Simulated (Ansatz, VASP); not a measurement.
# Hf4C: VASP beside Ansatz

```
CELL_PARAMETERS angstrom
0.00000 3.49412 5.27692
2.95237 0.00000 5.27692
2.95237 3.49412 0.00000
ATOMIC_POSITIONS crystal
Hf 0.29328 0.70672 0.29328
Hf 0.70672 0.29328 0.70672
Hf 0.75000 0.75000 0.75000
Hf 0.25000 0.25000 0.25000
C 0.00000 0.00000 0.00000
```

Alike in both runs: functional PBE; k mesh 10 × 10 × 10; occupations gaussian, width 0.1 eV; no spin polarisation.

Ansatz relaxed the structure, and its values are those at the end. VASP's run is a single point on that final structure, the one shown.

|  | VASP | Ansatz |
| --- | --- | --- |
| version | VASP 6.6.1 | Ansatz 0.2.0 |
| potentials or method | VASP PAW PBE potentials, release 64 (Hf_pv, C), cutoff 520 eV | scalar-relativistic, plane waves, PAW |
| valence electrons in the cell | 44 | 108 |

Ansatz gave:

```
gap on the k mesh at the Fermi level (eV) : none
pressure (GPa)                            : 0.0
```

Problem. What did VASP give for the same quantities?

Solution. gap on the k mesh at the Fermi level (eV): none; pressure (GPa): -0.2.

A gap of «none» marks a metal or a gap that the smearing closes. VASP's potentials hold 44 valence electrons a cell and Ansatz's 108, so a difference there can come from the potentials and not from the codes.

Neither program's run includes spin-orbit coupling.
